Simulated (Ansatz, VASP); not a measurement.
Given: the input of a run of Ansatz 0.2.0 on BaZrO3.

Contents of input.yaml:

```yaml
crystal:
  lattice:
    - [4.19134, 0.0, 0.0]
    - [0.0, 4.19134, 0.0]
    - [0.0, 0.0, 4.19134]
  atoms:
    - { symbol: Ba, position: [0.0, 0.0, 0.0] }
    - { symbol: Zr, position: [0.5, 0.5, 0.5] }
    - { symbol: O, position: [0.5, 0.5, 0.0] }
    - { symbol: O, position: [0.5, 0.0, 0.5] }
    - { symbol: O, position: [0.0, 0.5, 0.5] }
hamiltonian:
  xc: r2scan
  pseudopotentials: { kind: paw }
kpoints:
  mp_grid: { grid: [6, 6, 6] }
scf:
  occupations: { method: fermi_dirac, width: 0.05 }
output:
  forces: true
  stress: true
  eigenvalues: true
relax:
  f_tol: 0.01
  max_steps: 40
  cell: { stress_tol: 0.05 }
```

Potentials or basis: Ansatz PAW.

Command:

```bash
$ ansatz run input.yaml --threads 2 --pin off --max-ram 5632MiB --backend cpu --events-out ev --progress --plain --runs-dir out
```

Task: Translate it to VASP 6.6.1. Potentials there: VASP PAW PBE potentials, release 64 (Ba_sv, Zr_sv, O).

Result: As run (the cutoff follows the program's own potentials):

The input POSCAR:

```
BaZrO3
1.0
    4.1913400000      0.0000000000      0.0000000000
    0.0000000000      4.1913400000      0.0000000000
    0.0000000000      0.0000000000      4.1913400000
Ba Zr O
1 1 3
Direct
    0.0000000000      0.0000000000      0.0000000000
    0.5000000000      0.5000000000      0.5000000000
    0.5000000000      0.5000000000      0.0000000000
    0.5000000000      0.0000000000      0.5000000000
    0.0000000000      0.5000000000      0.5000000000
```

Contents of INCAR.step1:

```
PREC = Accurate
ENCUT = 600
ISMEAR = -1
SIGMA = 0.05
LREAL = False
LASPH = True
NELM = 60
GGA = PE
ALGO = Normal
EDIFF = 1E-4
LWAVE = True
LCHARG = False
```

The input INCAR.step2:

```
PREC = Accurate
ENCUT = 600
EDIFF = 1E-7
ISMEAR = -1
SIGMA = 0.05
LREAL = False
LASPH = True
NELM = 60
ALGO = Normal
ISIF = 3
LWAVE = False
LCHARG = False
METAGGA = R2SCAN
LMIXTAU = True
IBRION = 2
NSW = 60
EDIFFG = -0.01
ISTART = 1
```

File KPOINTS:

```
Automatic mesh
0
Gamma
  6 6 6
```

Potentials or basis: VASP PAW PBE potentials, release 64 (Ba_sv, Zr_sv, O).

Run with:

```bash
$ cat potpaw_PBE.64/Ba_sv/POTCAR potpaw_PBE.64/Zr_sv/POTCAR potpaw_PBE.64/O/POTCAR > POTCAR
$ cp INCAR.step1 INCAR
$ mpirun -np 1 vasp_std > vasp.out
$ cp INCAR.step2 INCAR
$ mpirun -np 1 vasp_std > vasp.out
```

Both were run:

|  | VASP | Ansatz | Ansatz less VASP |
| --- | --- | --- | --- |
| gap on the k mesh at the Fermi level, each at its own relaxed structure (eV) | 3.67 | 3.73 | +0.065 |
| relaxed volume (Å³/atom) | 14.95 | 14.87 | -0.080 |
| relaxed length of the cell vector where the two differ most in proportion (Å) | 4.213 | 4.205 | -0.0075 |

VASP's potentials were made for PBE, not for r2SCAN.

Spin-orbit coupling is off throughout. Noted on Ansatz's run: the plane-wave basis is chosen anew once the cell has moved, so the energies of steps on either side of that aren't comparable.
